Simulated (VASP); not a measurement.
Write the native input for VASP 6.6.1 that does the following.

* Task: single point
* Functional: PBE
* Potentials or basis: VASP PAW PBE potentials, release 64 (Ga_d, O)
* Cutoff: 600 eV
* k mesh: 6 × 6 × 6
* Occupations: gaussian, width 0.02 eV
* Spin: no spin polarisation
* Dipole correction: no
* Further INCAR settings: ALGO = Normal; EDIFF = 1e-06; NBANDS = 55

The structure of Ga2O3 lies in POSCAR:

```
Ga2O3
1.0
    2.5289757313      1.4601048361      4.5413217176
   -2.5289757313      1.4601048361      4.5413217176
    0.0000000000     -2.9202096216      4.5413217338
Ga O
4 6
Direct
    0.3558414605      0.3558414605      0.3558414605
    0.1441585395      0.1441585395      0.1441585395
    0.6441585395      0.6441585395      0.6441585395
    0.8558414605      0.8558414605      0.8558414605
    0.5531021255      0.9468978745      0.2500000000
    0.2500000000      0.5531021255      0.9468978745
    0.9468978745      0.2500000000      0.5531021255
    0.4468978745      0.0531021255      0.7500000000
    0.7500000000      0.4468978745      0.0531021255
    0.0531021255      0.7500000000      0.4468978745
```

These files were run (other wordings do the same):

INCAR

```
PREC = Accurate
ENCUT = 600
EDIFF = 1E-6
ISMEAR = 0
SIGMA = 0.02
LREAL = F
LASPH = T
NELM = 120
ALGO = Normal
ISIF = 2
LWAVE = F
LCHARG = F
GGA = PE
NBANDS = 55
GGA_COMPAT = F
```

KPOINTS

```
Automatic mesh
0
Gamma
  6 6 6
```

Potentials or basis: VASP PAW PBE potentials, release 64 (Ga_d, O).

Launch:

```sh
$ cat potpaw_PBE.64/Ga_d/POTCAR potpaw_PBE.64/O/POTCAR > POTCAR
$ mpirun -np 1 vasp_std > vasp.out
```

Results of the run:

- Pressure: 0.7 GPa
- Largest force: 0.012 eV/Å
- Band gap on the k mesh: 2.39 eV (least direct gap 2.62 eV)

Run time: 11 min on 1 thread of Oxide Virtual Turin-like Processor, with other jobs on the host, peak memory 0.37 GiB.
